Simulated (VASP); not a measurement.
# Hf (Im-3m) in VASP: notebook

The runs below take Hf through single point, with PBEsol.

All numbers are computed with VASP 6.6.1; they aren't measurements. Logs are shortened: lines on timing, memory, paths and dates and some standing lists are left out, and cuts for length are marked.

### 1 The cell of the first run

Symmetry: Im-3m, No. 229, cubic system. The conventional cell has a = 3.559 Å, b = 3.559 Å, c = 3.559 Å, α = 90.00°, β = 90.00°, γ = 90.00°. Within 4.1 Å of Hf (site symmetry m-3m) lie 14 Hf at 3.08 to 3.56 Å.

This isn't the form of Hf at room conditions, which is hcp.

### 2 Single point, PBEsol (22.54 Å³/atom)

Contents of INCAR:

```
SYSTEM = Hf
  PREC = Accurate
  ENCUT = 520
  EDIFF = 1E-6
  ISMEAR = 0
  SIGMA = 0.1
  LREAL = .False.
  LASPH = .True.
  NELM = 100
  ALGO = Normal
  ISIF = 2
  LWAVE = .False.
  LCHARG = .True.
  GGA = PS
  LELF = .True.
  LVHAR = .True.
  NBANDS = 11
```

Contents of KPOINTS:

```
regular mesh
0
Gamma
  16 16 16
  0 0 0
```

Contents of POSCAR:

```
Hf
1.0
   -1.7795584398      1.7795584398      1.7795584398
    1.7795584398     -1.7795584398      1.7795584398
    1.7795584398      1.7795584398     -1.7795584398
Hf
1
Direct
    0.0000000000      0.0000000000      0.0000000000
```

Potentials or basis: VASP PAW PBE potentials, release 64 (Hf_pv).

Started as:

```bash
cat potpaw_PBE.64/Hf_pv/POTCAR > POTCAR
mpirun -np 1 vasp_std > vasp.out
```

OUTCAR:

```text
SYSTEM = Hf
   PREC = Accurate
   ENCUT = 520
   EDIFF = 1E-6
   ISMEAR = 0
   LREAL = .False.
   LASPH = .True.
   NELM = 100
   ISIF = 2
   GGA = PS

 ion  position               nearest neighbor table
   1  0.000  0.000  0.000-

  LATTYP: Found a body centered cubic cell.
 ALAT       =     3.5591168796

  Lattice vectors:

 A1 = (  -1.7795584398,   1.7795584398,   1.7795584398)
 A2 = (   1.7795584398,  -1.7795584398,   1.7795584398)
 A3 = (   1.7795584398,   1.7795584398,  -1.7795584398)

Analysis of symmetry for initial positions (statically):
=====================================================================
 Subroutine PRICEL returns:
 Original cell was already a primitive cell.

 Routine SETGRP: Setting up the symmetry group for a
 body centered cubic supercell.

 Subroutine GETGRP returns: Found 48 space group operations
 (whereof 48 operations were pure point group operations)
 out of a pool of 48 trial point group operations.

The static configuration has the point symmetry O_h .

Analysis of symmetry for dynamics (positions and initial velocities):
=====================================================================
 Subroutine PRICEL returns:
 Original cell was already a primitive cell.

 Routine SETGRP: Setting up the symmetry group for a
 body centered cubic supercell.

 Subroutine GETGRP returns: Found 48 space group operations
 (whereof 48 operations were pure point group operations)
 out of a pool of 48 trial point group operations.

The dynamic configuration has the point symmetry O_h .

 Subroutine INISYM returns: Found 48 space group operations
 (whereof 48 operations are pure point group operations),
 and found     1 'primitive' translations

----------------------------------------------------------------------------------------

                                     Primitive cell

  volume of cell :      22.5422

  direct lattice vectors                    reciprocal lattice vectors
    -1.779558440  1.779558440  1.779558440     0.000000000  0.280968576  0.280968576
     1.779558440 -1.779558440  1.779558440     0.280968576  0.000000000  0.280968576
     1.779558440  1.779558440 -1.779558440     0.280968576  0.280968576  0.000000000

  length of vectors
     3.082285633  3.082285633  3.082285633     0.397349570  0.397349570  0.397349570

  position of ions in fractional coordinates (direct lattice)
     0.000000000  0.000000000  0.000000000

  ion indices of the primitive-cell ions
   primitive index   ion index
                 1           1

----------------------------------------------------------------------------------------

 KPOINTS: regular mesh

Automatic generation of k-mesh.
 Grid dimensions read from file:
 generate k-points for:   16   16   16

 Generating k-lattice:

  Cartesian coordinates                     Fractional coordinates (reciprocal lattice)
     0.000000000  0.017560536  0.017560536     0.062500000  0.000000000  0.000000000
     0.017560536  0.000000000  0.017560536     0.000000000  0.062500000  0.000000000
     0.017560536  0.017560536  0.000000000     0.000000000  0.000000000  0.062500000

  Length of vectors
     0.024834348  0.024834348  0.024834348

  Shift w.r.t. Gamma in fractional coordinates (k-lattice)
     0.000000000  0.000000000  0.000000000

 Subroutine IBZKPT returns following result:
 ===========================================

 Found    145 irreducible k-points:

 Following reciprocal coordinates:
            Coordinates               Weight
  0.000000  0.000000  0.000000      1.000000
  0.062500  0.000000  0.000000     12.000000
  0.125000  0.000000  0.000000     12.000000
  0.187500  0.000000  0.000000     12.000000
  0.250000  0.000000  0.000000     12.000000
  0.312500  0.000000  0.000000     12.000000
[... 16 lines left out ...]
  0.187500  0.187500  0.000000     24.000000
  0.250000  0.187500  0.000000     48.000000
 [... further k-points ...]
   k-points           NKPTS =    145   k-points in BZ     NKDIM =    145   number of bands    NBANDS=     11
   number of dos      NEDOS =    301   number of ions     NIONS =      1
   total plane-waves  NPLWV =  13824
   dimension x,y,z NGX =    24 NGY =   24 NGZ =   24
   dimension x,y,z NGXF=    48 NGYF=   48 NGZF=   48
   ions per type =               1
   NGX,Y,Z   is equivalent  to a cutoff of  12.94, 12.94, 12.94 a.u.
   NGXF,Y,Z  is equivalent  to a cutoff of  25.89, 25.89, 25.89 a.u.
 SYSTEM =  Hf
   PREC   = accura    normal or accurate (medium, high low for compatibility)
   ISTART =      0    job   : 0-new  1-cont  2-samecut
   ICHARG =      2    charge: 1-file 2-atom 10-const
   ISPIN  =      1    spin polarized calculation?
   LNONCOLLINEAR =      F non collinear calculations
   LSORBIT =      F    spin-orbit coupling
   LASPH  =      T    aspherical Exc in radial PAW
   ENCUT  =  520.0 eV  38.22 Ry    6.18 a.u.   5.73  5.73  5.73*2*pi/ulx,y,z
   NELM   =    100;   NELMIN=  2; NELMDL= -5     # of ELM steps
   EDIFF  = 0.1E-05   stopping-criterion for ELM
   LREAL  =      F    real-space projection
   EDIFFG = 0.1E-04   stopping-criterion for IOM
   NSW    =      0    number of steps for IOM
   IBRION =     -1    ionic relax: 0-MD 1-quasi-New 2-CG
   NFREE  =      0    steps in history (QN), initial steepest desc. (CG)
   ISIF   =      2    stress and relaxation
   ISYM   =      2    0-nonsym 1-usesym 2-fastsym
   POTIM  = 0.5000    time-step for ionic-motion
   TEBEG  =    0.0;   TEEND  =   0.0 temperature during run
   PSTRESS=    0.0 pullay stress
   NELECT =      10.0000    total number of electrons
   NUPDOWN=      -1.0000    fix difference up-down
   EMIN   =  10.00;   EMAX   =-10.00  energy-range for DOS
   EFERMI =   0.00;   METHOD = LEGACY
   ISMEAR =     0;   SIGMA  =   0.10  broadening in eV -4-tet -1-fermi 0-gaus
   EFERMI_NEDOS =   21; number of points for ismear=-14 and -15
   IALGO  =     38    algorithm
   IMIX   =      4    mixing-type and parameters
     AMIX     =   0.40;   BMIX     =  1.00
     AMIX_MAG =   1.60;   BMIX_MAG =  1.00
  volume/ion in A,a.u.               =      22.54       152.12
  Fermi-wavevector in a.u.,A,eV,Ry     =   1.248560  2.359435 21.210134  1.558901
  Thomas-Fermi vector in A             =   2.382640
   LORBIT       =      0    0 simple, 1 ext, 2 COOP (PROOUT), +10 PAW based schemes
   GGA     = PS    functional components
   LHFCALC =     F    Hartree Fock is set to
   AEXX    =    0.0000 exact exchange contribution
   IVDW    =     0    specifies the selected vdW correction
   LEPSILON=     F    determine dielectric tensor
   LRPA    =     F    only Hartree local field effects (RPA)
 non-spin polarized calculation
 Gauss-broadening in eV      SIGMA  =   0.10
  energy-cutoff  :      520.00
  volume of cell :       22.54
 maximum number of plane-waves:       625
   NGX = 11   NGY = 11   NGZ = 11

 number of electron      10.0000002 magnetization

 Free energy of the ion-electron system (eV)
  ---------------------------------------------------
  ext. energy  EPLUGINS =         0.00000000
  ---------------------------------------------------
  free energy    TOTEN  =       -10.31435503 eV

  energy without entropy =      -10.30672189  energy(sigma->0) =      -10.31053846

 E-fermi :   4.3624     XC(G=0): -11.3560

 val. band max:        4.3478445414   @ k =   0.2500   0.2500   0.0000
 cond. band min:       4.3812932271   @ k =   0.3125   0.0000   0.0000
 fundamental gap:      0.0334486857
 Fermi energy:         4.3624450002

 k-point     1 :       0.0000    0.0000    0.0000
  band No.  band energies     occupation
      1     -25.4441      2.00000
      2     -25.4441      2.00000
      3     -25.4441      2.00000
      4      -2.6529      2.00000
      5       5.8700      0.00000
      6       5.8700      0.00000
      7       5.8700      0.00000
      8       8.6419      0.00000
      9       8.6419      0.00000
     10      17.6498      0.00000
     11      17.6498      0.00000

 k-point     2 :       0.0625    0.0000    0.0000
  band No.  band energies     occupation
      1     -25.4768      2.00000
      2     -25.4543      2.00000
      3     -25.4442      2.00000
      4      -2.5090      2.00000
      5       5.7686      0.00000
      6       5.8320      0.00000
      7       6.0113      0.00000
      8       8.4760      0.00000
      9       8.6401      0.00000
     10      17.5874      0.00000
     11      17.7880      0.00000

 k-point     3 :       0.1250    0.0000    0.0000
  band No.  band energies     occupation
      1     -25.5691      2.00000
      2     -25.4833      2.00000
      3     -25.4446      2.00000
      4      -2.0924      2.00000
      5       5.4961      0.00000
      6       5.6693      0.00000
      7       6.4305      0.00000
      8       8.1698      0.00000
      9       8.6465      0.00000
     10      17.5838      0.00000
     11      18.1106      0.00000

 k-point     4 :       0.1875    0.0000    0.0000
  band No.  band energies     occupation
      1     -25.7043      2.00000
      2     -25.5264      2.00000
      3     -25.4451      2.00000
      4      -1.4497      2.00000
      5       5.1260      0.00000
      6       5.3244      0.00000
      7       7.1131      0.00000
      8       8.0343      0.00000
      9       8.6882      0.00000
     10      17.5805      0.00000
     11      18.2562      0.00000

 k-point     5 :       0.2500    0.0000    0.0000
  band No.  band energies     occupation
      1     -25.8597      2.00000
      2     -25.5767      2.00000
      3     -25.4458      2.00000
      4      -0.6692      2.00000
      5       4.7347      0.00000
      6       4.9132      0.00000
      7       8.0320      0.00000
      8       8.1366      0.00000
      9       8.7904      0.00000
     10      17.5687      0.00000
     11      17.7304      0.00000
[... 211 lines left out ...]
 k-point    21 :       0.3750    0.1250    0.0000
  band No.  band energies     occupation
      1     -26.1848      2.00000
      2     -25.7321      2.00000
      3     -25.4900      2.00000
      4       1.3610      2.00000
      5       3.9405      2.00000
      6       4.7861      0.00000
      7       8.3232      0.00000
      8       9.4890      0.00000
      9      11.8627      0.00000
     10      14.1177      0.00000
     11      15.9606      0.00000

 k-point    22 :       0.4375    0.1250    0.0000
  band No.  band energies     occupation
      1     -26.2075      2.00000
      2     -25.7448      2.00000
      3     -25.4904      2.00000
      4       1.4314      2.00000
      5       3.8984      2.00000
      6       4.9847      0.00000
      7       8.2823      0.00000
      8       9.6014      0.00000
      9      12.3442      0.00000
     10      13.6624      0.00000
     11      15.7036      0.00000

 k-point    23 :       0.1875    0.1875    0.0000
  band No.  band energies     occupation
      1     -25.9948      2.00000
      2     -25.6375      2.00000
      3     -25.5020      2.00000
      4       0.4641      2.00000
      5       4.1896      1.98549
      6       4.5291      0.01841
      7       7.8505      0.00000
      8       9.3000      0.00000
      9       9.5958      0.00000
     10      16.5101      0.00000
     11      17.6022      0.00000

 k-point    24 :       0.2500    0.1875    0.0000
  band No.  band energies     occupation
      1     -26.0748      2.00000
      2     -25.7047      2.00000
      3     -25.5125      2.00000
      4       1.2042      2.00000
      5       3.9177      2.00000
      6       4.4051      0.54642
      7       8.0623      0.00000
      8       9.3451      0.00000
      9      10.7645      0.00000
     10      15.2573      0.00000
     11      17.5926      0.00000

 [... further k-points ...]
[... 5 lines left out ...]
  --------------------------------------------------------------------------------------
  -------------------------------------------------------------------------------------
  Total       -0.8432115     -0.8432115     -0.8432115     -0.0000000      0.0000000     -0.0000000
  in kB      -59.9308373    -59.9308373    -59.9308373     -0.0000000      0.0000000     -0.0000000
  external PRESSURE =     -59.9308373 kB  Pullay stress =       0.0000000 kB

 VOLUME and BASIS-vectors are now :
 -----------------------------------------------------------------------------
  energy-cutoff  :      520.00
  volume of cell :       22.54
      direct lattice vectors                 reciprocal lattice vectors
    -1.779558440  1.779558440  1.779558440     0.000000000  0.280968576  0.280968576
     1.779558440 -1.779558440  1.779558440     0.280968576  0.000000000  0.280968576
     1.779558440  1.779558440 -1.779558440     0.280968576  0.280968576  0.000000000

 POSITION                                       TOTAL-FORCE (eV/Angst)
 -----------------------------------------------------------------------------------
      0.00000      0.00000      0.00000        -0.000000      0.000000     -0.000000
 -----------------------------------------------------------------------------------
    total drift:                                0.000000      0.000000     -0.000000

  FREE ENERGIE OF THE ION-ELECTRON SYSTEM (eV)
  ---------------------------------------------------
  free  energy   TOTEN  =       -10.3143550295 eV

  energy  without entropy=      -10.3067218905  energy(sigma->0) =      -10.31053846
```

Run time: 22 s. Hardware: 1 thread of Intel Xeon Platinum 8488C (Sapphire Rapids), shared host; peak memory 0.16 GiB.

Results:

| Item | Value |
| --- | --- |
| Free energy | -10.3144 eV |
| Pressure | -6.0 GPa |
| Band gap on the k mesh | zero (bands 5 and 6 overlap by 2.25 eV) |

Levels at points of the mesh, in eV from the Fermi level:
```
           k point  band 2  band 3  band 4  band 5  band 6  band 7  band 8  band 9
(0.00, 0.00, 0.00)  -29.81  -29.81   -7.02    1.51    1.51    1.51    4.28    4.28
(0.50, 0.00, 0.00)  -30.07  -29.81   -3.35   -0.49    1.07    4.09    5.09    7.55
(0.50, 0.50, 0.50)  -30.37  -30.37   -2.53   -2.53    6.73    6.73    6.73    7.17
```

Caveat: the cell stands under tension; the PAW data sets were made with another functional, which shifts forces and pressure a little; spin-orbit coupling is left out, which moves the levels of the heavy elements.

(Part 1 of 3 ends here.)
